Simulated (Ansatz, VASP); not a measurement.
**Two plane-wave programs on Te**

```
Te
1.0
     3.30584    0.00000    0.00000
     0.00000    3.30584    0.00000
     0.00000    0.00000    3.30584
Te
1
Direct
  0.00000 0.00000 0.00000
```

Alike in both runs: task single point; functional revPBE; k mesh 11 × 11 × 11; occupations fermi-dirac, width 0.1 eV; no spin polarisation.

|  | VASP | Ansatz |
| --- | --- | --- |
| version | VASP 6.6.1 | Ansatz 0.2.0 |
| potentials or method | VASP PAW PBE potentials, release 64 (Te), cutoff 520 eV | plane waves (420 eV) with PAW, scalar-relativistic |
| valence electrons in the cell | 6 | 16 |

```tsv
	VASP	Ansatz	Ansatz less VASP
pressure (GPa)	-3.1	-3.0	+0.06
```

VASP's potentials were made for PBE, not for revPBE. VASP's potentials hold 6 valence electrons a cell and Ansatz's 16, so a difference there can come from the potentials and not from the codes.

Spin-orbit coupling is off throughout.
